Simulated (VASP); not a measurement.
## BaHfO3: single point with HSE06

BaHfO3:

```xyz
5
Lattice="4.0517 0.0000 0.0000 0.0000 4.0517 0.0000 0.0000 0.0000 4.2469" Properties=species:S:1:pos:R:3 pbc="T T T"
Ba    0.0000    0.0000    0.0000
Hf    2.0259    2.0259    2.1235
O     2.0259    2.0259    0.0000
O     2.0259    0.0000    2.1235
O     0.0000    2.0259    2.1235
```

This cell differs from its parent crystal: epitaxial xy strain -3.0%.

| Quantity | Value |
| --- | --- |
| Program | VASP 6.6.1 |
| Task | single point |
| Functional | HSE06 |
| Potentials or basis | VASP PAW PBE potentials, release 64 (Ba_sv, Hf_pv, O) |
| Cutoff | 520 eV |
| k mesh | 4 × 4 × 4 |
| Occupations | gaussian, width 0.01 eV |
| Spin | no spin polarisation |

```
Pressure               : 7.5 GPa
Band gap on the k mesh : 5.00 eV (least direct gap 5.24 eV)
```

Stress tensor (GPa, compression positive):
```
11.86  0.00  0.00
 0.00 11.86  0.00
 0.00  0.00 -1.34
```

Levels at points of the mesh, in eV from the valence-band top:
| k point | band 16 | band 17 | band 18 | band 19 | band 20 | band 21 | band 22 | band 23 |
| --- | --- | --- | --- | --- | --- | --- | --- | --- |
| (0.00, 0.00, 0.00) | -1.11 | -0.32 | -0.24 | -0.24 | 5.00 | 5.00 | 5.26 | 5.98 |
| (0.50, 0.00, 0.00) | -2.06 | -1.93 | -0.66 | -0.61 | 5.71 | 8.36 | 8.50 | 8.55 |
| (0.50, 0.50, 0.00) | -1.25 | -0.82 | -0.82 | -0.06 | 8.29 | 8.29 | 8.34 | 9.12 |
| (0.00, 0.00, 0.50) | -1.60 | -1.60 | -0.57 | -0.57 | 5.80 | 7.79 | 7.87 | 7.87 |
| (0.50, 0.00, 0.50) | -1.16 | -1.15 | -1.07 | -0.22 | 7.82 | 8.37 | 8.46 | 8.57 |
| (0.50, 0.50, 0.50) | -2.61 | -0.08 | -0.08 | 0.00 | 7.61 | 7.61 | 7.92 | 9.91 |

It took 15 min on 4 MPI ranks on Oxide Virtual Turin-like Processor (shared host), peak memory 0.27 GiB a rank.

Caveat: the cell differs from its parent crystal (epitaxial xy strain -3.0%); the stress differs along the axes, from -1 to 12 GPa; the PAW data sets were made with another functional, which shifts forces and pressure a little; spin-orbit coupling is left out, which moves the levels of the heavy elements. A k mesh can miss the band edges.
